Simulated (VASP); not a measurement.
Wanted: the native input for a VASP 6.6.1 run.

| Property | Result |
| --- | --- |
| Task | single point |
| Functional | PBEsol |
| Potentials or basis | VASP PAW PBE potentials, release 64 (Al, N) |
| Cutoff | 520 eV |
| k mesh | 6 × 6 × 4 |
| Occupations | gaussian, width 0.02 eV |
| Spin | no spin polarisation |
| Dipole correction | no |
| Further INCAR settings | ALGO = Normal; EDIFF = 1e-06; NBANDS = 16 |

The structure of AlN lies in POSCAR:

```
AlN
1.0
    3.1138306911      0.0000000029      0.0000000000
   -1.5569153480      2.6966564801      0.0000000000
    0.0000000000      0.0000000000      4.9835578883
Al N
2 2
Direct
    0.3333333333      0.6666666667     -0.0034967538
    0.6666666667      0.3333333333      0.4965032462
    0.3333333333      0.6666666667      0.3784967538
    0.6666666667      0.3333333333      0.8784967538
```

One way to write it, as run:

INCAR

```
SYSTEM = AlN
ALGO     = Normal         ! electronic algorithm
EDIFF    = 1E-6           ! SCF threshold, eV
ENCUT    = 520            ! plane-wave cutoff, eV
GGA      = PS             ! functional
ISIF     = 2              ! what is computed and relaxed
ISMEAR   = 0              ! smearing method
LASPH    = .TRUE.         ! aspherical terms in the spheres
LCHARG   = .FALSE.        ! write CHGCAR
LREAL    = .FALSE.        ! projectors in reciprocal space
LWAVE    = .FALSE.        ! write WAVECAR
NBANDS   = 16             ! bands
NELM     = 100            ! most SCF steps
PREC     = Accurate       ! precision mode
SIGMA    = 0.02           ! smearing width, eV
```

KPOINTS

```
k-points
0
G
  6 6 4
  0 0 0
```

Potentials or basis: VASP PAW PBE potentials, release 64 (Al, N).

Command:

```console
$ cat potpaw_PBE.64/Al/POTCAR potpaw_PBE.64/N/POTCAR > POTCAR
$ mpirun -np 1 vasp_std > vasp.out
```

Results of the run:

```yaml
Pressure: 0.0 GPa
Band_gap_on_the_k_mesh: 4.11 eV, direct
```

Caveat: the PAW data sets were made with another functional, which shifts forces and pressure a little.

Wall time 29 s on 1 thread of AMD EPYC 7R13 (shared host), peak memory 0.12 GiB.
